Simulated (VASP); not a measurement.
# BAs (F-43m) in VASP: a series of runs

BAs is run at these levels: PBE-based screened hybrid, PBE; tasks: single point.

Program: VASP 6.6.1. These are calculated values, not measurements. Logs are shortened: lines on timing, memory, paths and dates and some standing lists are left out, and cuts for length are marked.

**1. The cell of the first run**

Symmetry: F-43m, No. 216, cubic system. Conventional cell: a = 4.784 Å, b = 4.784 Å, c = 4.784 Å, α = 90.00°, β = 90.00°, γ = 90.00°. Within 2.7 Å of B (site symmetry -43m) lie 4 As at 2.07 Å. As (site symmetry -43m) has 4 B at 2.07 Å within 2.7 Å.

**2. Single point, PBE-based screened hybrid**

Input file POSCAR:

```
BAs
1.0
    0.0000000000      2.3918676038      2.3918676038
    2.3918676038      0.0000000000      2.3918676038
    2.3918676038      2.3918676038      0.0000000000
B As
1 1
Direct
    0.0000000000      0.0000000000      0.0000000000
    0.2500000000      0.2500000000      0.2500000000
```

Input file INCAR.step1:

```
PREC = Accurate
ENCUT = 520
EDIFF = 1E-5
ISMEAR = 0
SIGMA = 0.01
LREAL = F
LASPH = T
NELM = 100
ALGO = Normal
ISIF = 2
LWAVE = T
LCHARG = F
GGA = PE
NBANDS = 11
```

Input file INCAR.step2:

```
PREC = Accurate
ENCUT = 520
EDIFF = 1E-6
ISMEAR = 0
SIGMA = 0.01
LREAL = F
LASPH = T
NELM = 100
ALGO = Normal
ISIF = 2
LWAVE = F
LCHARG = F
GGA = PE
LHFCALC = T
AEXX = 0.75
HFSCREEN = 0.2078
PRECFOCK = Normal
ISTART = 1
NBANDS = 11
```

Input file KPOINTS:

```
regular mesh
0
Gamma
  4 4 4
```

Potentials or basis: VASP PAW PBE potentials, release 64 (B, As).

Launch:

```bash
$ cat potpaw_PBE.64/B/POTCAR potpaw_PBE.64/As/POTCAR > POTCAR
$ cp INCAR.step1 INCAR
$ mpirun -np 1 vasp_std > vasp.out
$ cp INCAR.step2 INCAR
$ mpirun -np 1 vasp_std > vasp.out
```

OUTCAR:

```text
PREC = Accurate
   ENCUT = 520
   EDIFF = 1E-6
   ISMEAR = 0
   LREAL = F
   LASPH = T
   NELM = 100
   ISIF = 2
   GGA = PE
   LHFCALC = T
   AEXX = 0.75
   HFSCREEN = 0.2078
   PRECFOCK = Normal
   ISTART = 1

 ion  position               nearest neighbor table
   1  0.000  0.000  0.000-   2 2.07   2 2.07   2 2.07   2 2.07
   2  0.250  0.250  0.250-   1 2.07   1 2.07   1 2.07   1 2.07

  LATTYP: Found a face centered cubic cell.
 ALAT       =     4.7837352076

  Lattice vectors:

 A1 = (   0.0000000000,   2.3918676038,   2.3918676038)
 A2 = (   2.3918676038,   0.0000000000,   2.3918676038)
 A3 = (   2.3918676038,   2.3918676038,   0.0000000000)

Analysis of symmetry for initial positions (statically):
=====================================================================
 Subroutine PRICEL returns:
 Original cell was already a primitive cell.

 Routine SETGRP: Setting up the symmetry group for a
 face centered cubic supercell.

 Subroutine GETGRP returns: Found 24 space group operations
 (whereof 24 operations were pure point group operations)
 out of a pool of 48 trial point group operations.

The static configuration has the point symmetry T_d .

Analysis of symmetry for dynamics (positions and initial velocities):
=====================================================================
 Subroutine PRICEL returns:
 Original cell was already a primitive cell.

 Routine SETGRP: Setting up the symmetry group for a
 face centered cubic supercell.

 Subroutine GETGRP returns: Found 24 space group operations
 (whereof 24 operations were pure point group operations)
 out of a pool of 48 trial point group operations.

The dynamic configuration has the point symmetry T_d .

 Subroutine INISYM returns: Found 24 space group operations
 (whereof 24 operations are pure point group operations),
 and found     1 'primitive' translations

----------------------------------------------------------------------------------------

                                     Primitive cell

  volume of cell :      27.3679

  direct lattice vectors                    reciprocal lattice vectors
     0.000000000  2.391867604  2.391867604    -0.209041671  0.209041671  0.209041671
     2.391867604  0.000000000  2.391867604     0.209041671 -0.209041671  0.209041671
     2.391867604  2.391867604  0.000000000     0.209041671  0.209041671 -0.209041671

  length of vectors
     3.382611605  3.382611605  3.382611605     0.362070795  0.362070795  0.362070795

  position of ions in fractional coordinates (direct lattice)
     0.000000000  0.000000000  0.000000000
     0.250000000  0.250000000  0.250000000

  ion indices of the primitive-cell ions
   primitive index   ion index
                 1           1
                 2           2

----------------------------------------------------------------------------------------

 KPOINTS: regular mesh

Automatic generation of k-mesh.
 Grid dimensions read from file:
 generate k-points for:    4    4    4

 Generating k-lattice:

  Cartesian coordinates                     Fractional coordinates (reciprocal lattice)
    -0.052260418  0.052260418  0.052260418     0.250000000  0.000000000  0.000000000
     0.052260418 -0.052260418  0.052260418     0.000000000  0.250000000  0.000000000
     0.052260418  0.052260418 -0.052260418     0.000000000  0.000000000  0.250000000

  Length of vectors
     0.090517699  0.090517699  0.090517699

  Shift w.r.t. Gamma in fractional coordinates (k-lattice)
     0.000000000  0.000000000  0.000000000

 Subroutine IBZKPT returns following result:
 ===========================================

 Found      8 irreducible k-points:

 Following reciprocal coordinates:
            Coordinates               Weight
  0.000000  0.000000  0.000000      1.000000
  0.250000  0.000000  0.000000      8.000000
  0.500000  0.000000  0.000000      4.000000
  0.250000  0.250000  0.000000      6.000000
  0.500000  0.250000  0.000000     24.000000
 -0.250000  0.250000  0.000000     12.000000
  0.500000  0.500000  0.000000      3.000000
 -0.250000  0.500000  0.250000      6.000000
   k-points           NKPTS =      8   k-points in BZ     NKDIM =     64   number of bands    NBANDS=     11
   number of dos      NEDOS =    301   number of ions     NIONS =      2
   total plane-waves  NPLWV =  21952
   dimension x,y,z NGX =    28 NGY =   28 NGZ =   28
   dimension x,y,z NGXF=    56 NGYF=   56 NGZF=   56
   ions per type =               1   1
   NGX,Y,Z   is equivalent  to a cutoff of  13.76, 13.76, 13.76 a.u.
   NGXF,Y,Z  is equivalent  to a cutoff of  27.52, 27.52, 27.52 a.u.
 SYSTEM =  unknown system
   PREC   = accura    normal or accurate (medium, high low for compatibility)
   ISTART =      1    job   : 0-new  1-cont  2-samecut
   ICHARG =      0    charge: 1-file 2-atom 10-const
   ISPIN  =      1    spin polarized calculation?
   LNONCOLLINEAR =      F non collinear calculations
   LSORBIT =      F    spin-orbit coupling
   LASPH  =      T    aspherical Exc in radial PAW
   ENCUT  =  520.0 eV  38.22 Ry    6.18 a.u.   6.29  6.29  6.29*2*pi/ulx,y,z
   NELM   =    100;   NELMIN=  2; NELMDL=  0     # of ELM steps
   EDIFF  = 0.1E-05   stopping-criterion for ELM
   LREAL  =      F    real-space projection
   EDIFFG = 0.1E-04   stopping-criterion for IOM
   NSW    =      0    number of steps for IOM
   IBRION =     -1    ionic relax: 0-MD 1-quasi-New 2-CG
   NFREE  =      0    steps in history (QN), initial steepest desc. (CG)
   ISIF   =      2    stress and relaxation
   ISYM   =      3    0-nonsym 1-usesym 2-fastsym
   POTIM  = 0.5000    time-step for ionic-motion
   TEBEG  =    0.0;   TEEND  =   0.0 temperature during run
   PSTRESS=    0.0 pullay stress
   NELECT =       8.0000    total number of electrons
   NUPDOWN=      -1.0000    fix difference up-down
   EMIN   =  10.00;   EMAX   =-10.00  energy-range for DOS
   EFERMI =   0.00;   METHOD = LEGACY
   ISMEAR =     0;   SIGMA  =   0.01  broadening in eV -4-tet -1-fermi 0-gaus
   EFERMI_NEDOS =   21; number of points for ismear=-14 and -15
   IALGO  =     38    algorithm
   IMIX   =      1    mixing-type and parameters
     AMIX     =   0.40;   BMIX     =  1.00
     AMIX_MAG =   1.60;   BMIX_MAG =  1.00
  volume/ion in A,a.u.               =      13.68        92.34
  Fermi-wavevector in a.u.,A,eV,Ry     =   1.086487  2.053162 16.061039  1.180453
  Thomas-Fermi vector in A             =   2.222624
   LORBIT       =      0    0 simple, 1 ext, 2 COOP (PROOUT), +10 PAW based schemes
   GGA     = PE    functional components
   LHFCALC =     T    Hartree Fock is set to
   PRECFOCK=normal    Normal, Fast or Accurate (Low or Medium for compatibility)
   ENCUT4O =  -1.0   cutoff for four orbital integrals eV
   NKREDX  =     1    reduce k-point grid by
   NKREDY  =     1    reduce k-point grid by
   NKREDZ  =     1    reduce k-point grid by
   AEXX    =    0.7500 exact exchange contribution
   HFSCREEN=    0.2078 screening length (either q_TF or 0.3 A-1)
   HFSCREENC=   0.2078 screening length for correlation (either q_TF or 0.3 A-1)
   ENCUTFOCK=  -1.0 apply spherical cutoff to Coloumb kernel
   IVDW    =     0    specifies the selected vdW correction
   LEPSILON=     F    determine dielectric tensor
   LRPA    =     F    only Hartree local field effects (RPA)
 non-spin polarized calculation
 Gauss-broadening in eV      SIGMA  =   0.01
  energy-cutoff  :      520.00
  volume of cell :       27.37
 maximum number of plane-waves:       754
 NGX is ok and might be reduce to    28
  NGX = 20; NGY = 20; NGZ = 20

 number of electron       8.0000000 magnetization

 Free energy of the ion-electron system (eV)
  ---------------------------------------------------
  ext. energy  EPLUGINS =         0.00000000
  ---------------------------------------------------
  free energy    TOTEN  =       -17.10428664 eV

  energy without entropy =      -17.10428664  energy(sigma->0) =      -17.10428664

 E-fermi :   4.7350     XC(G=0):  -5.0964

 val. band max:        4.6357183344   @ k =   0.0000   0.0000   0.0000
 cond. band min:       8.3286257262   @ k =   0.5000   0.5000   0.0000
 fundamental gap:      3.6929073918
 Fermi energy:         4.7350348734

 k-point     1 :       0.0000    0.0000    0.0000
  band No.  band energies     occupation
      1     -15.1435      2.00000
      2       4.6357      2.00000
      3       4.6357      2.00000
      4       4.6357      2.00000
      5      10.7331      0.00000
      6      10.7331      0.00000
      7      10.7331      0.00000
      8      13.2310      0.00000
      9      17.5678      0.00000
     10      21.0788      0.00000
     11      21.0788      0.00000

 k-point     2 :       0.2500    0.0000    0.0000
  band No.  band energies     occupation
      1     -13.8368      2.00000
      2      -1.4473      2.00000
      3       3.2837      2.00000
      4       3.2837      2.00000
      5      10.6749      0.00000
      6      12.3483      0.00000
      7      12.3483      0.00000
      8      16.5529      0.00000
      9      19.2141      0.00000
     10      19.2141      0.00000
     11      19.4743      0.00000

 k-point     3 :       0.5000    0.0000    0.0000
  band No.  band energies     occupation
      1     -11.3511      2.00000
      2      -6.5898      2.00000
      3       2.3948      2.00000
      4       2.3948      2.00000
      5      10.2579      0.00000
      6      12.3982      0.00000
      7      12.3982      0.00000
      8      17.0938      0.00000
      9      21.6719      0.00000
     10      23.4923      0.00000
     11      23.4923      0.00000
[... 43 lines left out ...]
 k-point     7 :       0.5000    0.5000    0.0000
  band No.  band energies     occupation
      1      -9.4734      2.00000
      2      -6.4965      2.00000
      3      -0.4444      2.00000
      4      -0.4444      2.00000
      5       8.3286      0.00000
      6       8.5019      0.00000
      7      20.8863      0.00000
      8      20.8863      0.00000
      9      22.4214      0.00000
     10      26.4728      0.00000
     11      26.6840      0.00000

 k-point     8 :      -0.2500    0.5000    0.2500
  band No.  band energies     occupation
      1      -9.2592      2.00000
      2      -5.9607      2.00000
      3      -2.0388      2.00000
      4      -1.6920      2.00000
      5      12.8395      0.00000
      6      14.2473      0.00000
      7      14.4549      0.00000
      8      15.2361      0.00000
      9      21.6117      0.00000
     10      24.7054      0.00000
     11      24.8416      0.00000

------------------------ aborting loop because EDIFF is reached ----------------------------------------

  FORCE on cell =-STRESS in cart. coord.  units (eV):
  Direction    XX          YY          ZZ          XY          YZ          ZX
  --------------------------------------------------------------------------------------
  -------------------------------------------------------------------------------------
  Total       -1.3714685     -1.3714685     -1.3714685     -0.0000000      0.0000000     -0.0000000
  in kB      -80.2888099    -80.2888099    -80.2888099     -0.0000000      0.0000000     -0.0000000
  external PRESSURE =     -80.2888099 kB  Pullay stress =       0.0000000 kB

 VOLUME and BASIS-vectors are now :
 -----------------------------------------------------------------------------
  energy-cutoff  :      520.00
  volume of cell :       27.37
      direct lattice vectors                 reciprocal lattice vectors
     0.000000000  2.391867604  2.391867604    -0.209041671  0.209041671  0.209041671
     2.391867604  0.000000000  2.391867604     0.209041671 -0.209041671  0.209041671
     2.391867604  2.391867604  0.000000000     0.209041671  0.209041671 -0.209041671

 POSITION                                       TOTAL-FORCE (eV/Angst)
 -----------------------------------------------------------------------------------
      0.00000      0.00000      0.00000         0.000000      0.000000      0.000000
      1.19593      1.19593      1.19593        -0.000000     -0.000000     -0.000000
 -----------------------------------------------------------------------------------
    total drift:                               -0.000000     -0.000001     -0.000000

  FREE ENERGIE OF THE ION-ELECTRON SYSTEM (eV)
  ---------------------------------------------------
  free  energy   TOTEN  =       -17.1042866368 eV

  energy  without entropy=      -17.1042866368  energy(sigma->0) =      -17.10428664
```

It took 89 s on 1 thread of AMD EPYC 9R45 (Zen 5), shared host; peak memory 0.23 GiB.

Results:

* Free energy: -17.1043 eV
* Pressure: -8.0 GPa
* Band gap on the k mesh: 3.69 eV, indirect (least direct gap 6.10 eV)

Caveat: the k points lie up to 0.57 Å⁻¹ apart; the PAW data sets were made with another functional, which shifts forces and pressure a little. A k mesh can miss the band edges.

[end of part 1 of 2]
